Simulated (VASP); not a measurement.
Input of a VASP 6.6.1 run:

File INCAR:

```
SYSTEM = NaCl
PREC = Accurate ; ENCUT = 600
EDIFF = 1E-6 ; ISMEAR = 0
SIGMA = 0.02 ; LREAL = .False.
LASPH = .True. ; NELM = 60
ALGO = Normal ; ISIF = 3
LWAVE = .False. ; LCHARG = .False.
GGA = PE ; IBRION = 2
NSW = 100 ; EDIFFG = -0.002
PSTRESS = 66.6
```

The input KPOINTS:

```
regular mesh
0
Gamma
  8 8 8
  0 0 0
```

POSCAR

```
NaCl
1.0
    0.0000000000      2.6785997408      2.6785997408
    2.6785997408      0.0000000000      2.6785997408
    2.6785997408      2.6785997408      0.0000000000
Na Cl
1 1
Direct
    0.0000000000      0.0000000000      0.0000000000
    0.5000000000      0.5000000000      0.5000000000
```

Potentials or basis: VASP PAW PBE potentials, release 64 (Na_pv, Cl).

Run with:

```sh
$ cat potpaw_PBE.64/Na_pv/POTCAR potpaw_PBE.64/Cl/POTCAR > POTCAR
$ mpirun -np 1 vasp_std > vasp.out
```

Problem. Estimate the space group after relaxing (to 0.05 Å).

Solution. Fm-3m (No. 225).

Problem. Estimate the relaxed cell.

Solution. a = 3.789 Å, b = 3.789 Å, c = 3.789 Å, α = 60.00°, β = 60.00°, γ = 60.00°.

Problem. What does it give for the relaxed volume?

Solution. 19.23 Å³/atom.

Problem. What does it give for the band gap on the k mesh?

Solution. 5.77 eV, direct.

Step by step:
| step | energy change (eV) | largest force (eV/Å) | pressure (GPa) | volume (Å³) |
| --- | --- | --- | --- | --- |
| 1 | 0.0000 | 0.0000 | 6.69 | 38.44 |
| 2 | -0.0009 | 0.0000 | 6.66 | 38.46 |

Caveat: the cell is relaxed towards a set pressure, so the enthalpy falls and the energy may rise. A hybrid or GW would open this gap; PBE tends to underestimate it.
